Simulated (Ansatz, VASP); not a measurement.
**Two plane-wave programs on Mn**

```
Mn
1.0
     0.00000    2.61726    2.61726
     2.61726    0.00000    2.61726
     2.61726    2.61726    0.00000
Mn
2
Direct
  0.12500 0.12500 0.12500
  0.87500 0.87500 0.87500
```

Alike in both runs: task single point; functional RPBE; k mesh 12 × 12 × 12; occupations fermi-dirac, width 0.05 eV; collinear spin.

```csv
,VASP,Ansatz
version,VASP 6.6.1,Ansatz 0.2.0
potentials or method,"VASP PAW PBE potentials, release 64 (Mn_pv), cutoff 520 eV","plane waves (420 eV) with PAW, scalar-relativistic"
valence electrons in the cell,26,30
```

|  | VASP | Ansatz | Ansatz less VASP |
| --- | --- | --- | --- |
| pressure (GPa) | 2.0 | 1.6 | -0.34 |
| net moment per atom (μB) | 0.00 | 0.00 | 0.000 |
| size of the moment on the site where the two differ most (μB) | 2.64 | 2.45 | -0.185 |

VASP's potentials were made for PBE, not for RPBE. Site moments also hang on the region over which each program counts them. VASP's potentials hold 26 valence electrons a cell and Ansatz's 30, so a difference there can come from the potentials and not from the codes.
